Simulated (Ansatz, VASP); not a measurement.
## Pt in VASP and in Ansatz

Contents of POSCAR:

```
Pt
1.0
    0.0000000000      2.0299490000      2.0299490000
    2.0299490000      0.0000000000      2.0299490000
    2.0299490000      2.0299490000      0.0000000000
Pt
1
Direct
    0.0000000000      0.0000000000      0.0000000000
```

The input INCAR.step1:

```
PREC = Accurate
ENCUT = 520
ISMEAR = -1
SIGMA = 0.1
LREAL = False
LASPH = True
NELM = 80
NBANDS = 11
GGA = PE
ALGO = Normal
EDIFF = 1E-4
LWAVE = True
LCHARG = False
```

INCAR.step2

```
PREC = Accurate
ENCUT = 520
EDIFF = 1E-6
ISMEAR = -1
SIGMA = 0.1
LREAL = False
LASPH = True
NELM = 80
ALGO = Normal
ISIF = 2
LWAVE = False
LCHARG = False
METAGGA = R2SCAN
LMIXTAU = True
NBANDS = 11
ISTART = 1
```

File KPOINTS:

```
regular mesh
0
Gamma
  14 14 14
```

Input for Ansatz:

```yaml
crystal:
  lattice:
    - [0.0, 2.029949, 2.029949]
    - [2.029949, 0.0, 2.029949]
    - [2.029949, 2.029949, 0.0]
  atoms:
    - { symbol: Pt, position: [0.0, 0.0, 0.0] }
  symmetry: { tolerance: 0.0003 }
kpoints:
  mp_grid: { grid: [14, 14, 14], shift: [0, 0, 0] }
  band_path:
    path:
      - [0.0, 0.0, 0.0]
      - [0.5, 0.0, 0.5]
      - [0.625, 0.25, 0.625]
      - [0.375, 0.375, 0.75]
      - [0.0, 0.0, 0.0]
      - [0.5, 0.5, 0.5]
      - [0.5, 0.25, 0.75]
      - [0.5, 0.0, 0.5]
    npoints: 8
magnetization:
  spin_polarized: false
scf:
  occupations: { method: fermi_dirac }
  lower_state_search: "off"
  max_iter: 200
hamiltonian:
  pseudopotentials: { kind: paw }
  xc: r2scan
basis:
  ecutwfc: 500
  fft_grid_basis: typed
output:
  forces: true
  stress: true
  eigenvalues: true
  bader: true
  populations: true
  elf: true
  write_potential: true
  volumetric_format: npy
  dos:
    e_range: [-12, 8]
    de: 0.05
    projected: { site_lists: { Pt: [Pt] } }
checkpoint:
  read: saved_state
```

Alike in both runs: task single point; functional r2SCAN; k mesh 14 × 14 × 14; no spin polarisation.

|  | VASP | Ansatz |
| --- | --- | --- |
| version | VASP 6.6.1 | Ansatz 0.2.0 |
| potentials or method | VASP PAW PBE potentials, release 64 (Pt), cutoff 520 eV | PAW plane waves |
| occupations | fermi-dirac, width 0.1 eV | fermi-dirac |
| valence electrons in the cell | 10 | 18 |

VASP gave:

```
pressure (GPa) : -18.4
```

Problem. Which values does Ansatz return?

Solution. Pressure (GPa): -18.8.

VASP's potentials were made for PBE, not for r2SCAN. VASP's potentials hold 10 valence electrons a cell and Ansatz's 18, so a difference there can come from the potentials and not from the codes.

Neither program's run includes spin-orbit coupling.
